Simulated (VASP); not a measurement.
Here is a VASP 6.6.1 calculation.

Contents of INCAR:

```
  PREC = Accurate
  ENCUT = 520
  EDIFF = 1E-7
  ISMEAR = 0
  SIGMA = 0.1
  LREAL = False
  LASPH = True
  NELM = 80
  ALGO = Normal
  ISIF = 2
  LWAVE = False
  LCHARG = False
  GGA = PE
  IVDW = 12
  NBANDS = 11
```

Contents of KPOINTS:

```
regular mesh
0
Gamma
  10 10 10
```

The input POSCAR:

```
BN
1.0
    2.5051023969     -0.0026210388     -0.0081032063
   -1.2475243450      2.1723700257      0.0077882475
   -0.6385545226     -1.0796519138      3.3036746278
B N
1 1
Direct
    0.9908489933      0.9911840824     -0.0065825204
    0.6573000067      0.3246999176      0.9933875204
```

Potentials or basis: VASP PAW PBE potentials, release 64 (B, N).

Launch:

```sh
$ cat potpaw_PBE.64/B/POTCAR potpaw_PBE.64/N/POTCAR > POTCAR
$ mpirun -np 1 vasp_std > vasp.out
```

Q: Predict the band gap on the k mesh.

A: 3.59 eV (least direct gap 4.66 eV).

Q: Estimate the dispersion energy per atom.

A: -0.142 eV.

A k mesh can miss the band edges.
